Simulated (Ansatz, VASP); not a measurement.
**HfC in VASP and in Ansatz**

The input INCAR:

```
SYSTEM = HfC
  ALGO = Normal
  EDIFF = 1E-6
  ENCUT = 520
  GGA = PE
  ISIF = 2
  ISMEAR = -1
  LASPH = .True.
  LCHARG = .False.
  LREAL = .False.
  LWAVE = .False.
  NBANDS = 14
  NELM = 80
  PREC = Accurate
  SIGMA = 0.05
```

File KPOINTS:

```
k-points
0
Gamma
  16 16 16
  0 0 0
```

The input POSCAR:

```
HfC
1.0
    0.0000000000      2.3411312842      2.3411312842
    2.3411312842      0.0000000000      2.3411312842
    2.3411312842      2.3411312842      0.0000000000
Hf C
1 1
Direct
    0.0000000000      0.0000000000      0.0000000000
    0.5000000000      0.5000000000      0.5000000000
```

Input for Ansatz:

```yaml
crystal:
  lattice:
    - [0.0, 2.3411312842, 2.3411312842]
    - [2.3411312842, 0.0, 2.3411312842]
    - [2.3411312842, 2.3411312842, 0.0]
  atoms:
    - { symbol: Hf, position: [0.0, 0.0, 0.0] }
    - { symbol: C, position: [0.5, 0.5, 0.5] }
kpoints:
  mp_grid: { grid: [16, 16, 16] }
scf:
  occupations: { method: fermi_dirac, width: 0.05 }
hamiltonian:
  xc: pbe
  pseudopotentials: { kind: all_electron, lapw: { basis_error: 0.001 } }
output:
  forces: true
  stress: true
  eigenvalues: true
```

Change from the starting cell: volume scaled by 1.02.

Alike in both runs: task single point; functional PBE; k mesh 16 × 16 × 16; occupations fermi-dirac, width 0.05 eV; no spin polarisation.

|  | VASP | Ansatz |
| --- | --- | --- |
| version | VASP 6.6.1 | Ansatz 0.2.0 |
| potentials or method | VASP PAW PBE potentials, release 64 (Hf_pv, C), cutoff 520 eV | all-electron LAPW, scalar-relativistic |

|  | VASP | Ansatz | Ansatz less VASP |
| --- | --- | --- | --- |
| pressure (GPa) | -5.2 | -4.4 | +0.78 |

Ansatz ran all-electron here, and VASP with PAW potentials.

Spin-orbit coupling is off throughout.
